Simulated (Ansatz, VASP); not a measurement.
## One calculation of InSe, two programs

```
In Se
1.0
     3.99526    0.00000    0.00000
    -1.99763    3.46000    0.00000
     0.00000    0.00000   16.70119
In Se
4 4
Direct
  0.33333 0.66667 0.16664
  0.66667 0.33333 0.66664
  0.33333 0.66667 0.33336
  0.66667 0.33333 0.83336
  0.33333 0.66667 0.58870
  0.66667 0.33333 0.08870
  0.33333 0.66667 0.91130
  0.66667 0.33333 0.41130
```

Change from the starting cell: volume scaled by 0.96, ions relaxed.

Alike in both runs: functional PBE; k mesh 13 × 13 × 3; occupations fermi-dirac, width 0.05 eV; no spin polarisation.

Ansatz relaxed the structure, and its values are those at the end. VASP's run is a single point on that final structure, the one shown.

|  | VASP | Ansatz |
| --- | --- | --- |
| version | VASP 6.6.1 | Ansatz 0.2.0 |
| potentials or method | VASP PAW PBE potentials, release 64 (In_d, Se) | plane-wave PAW, scalar-relativistic |
| plane-wave cutoff (eV) | 520 | 420 |
| valence electrons in the cell | 76 | 116 |

```tsv
	VASP	Ansatz	Ansatz less VASP
pressure (GPa)	2.6	2.6	-0.04
rms of the force components (eV/Å)	0.009	0.001	-0.0081
```

VASP's potentials hold 76 valence electrons a cell and Ansatz's 116, so a difference there can come from the potentials and not from the codes. Ansatz's warnings: stress scf threshold loose.
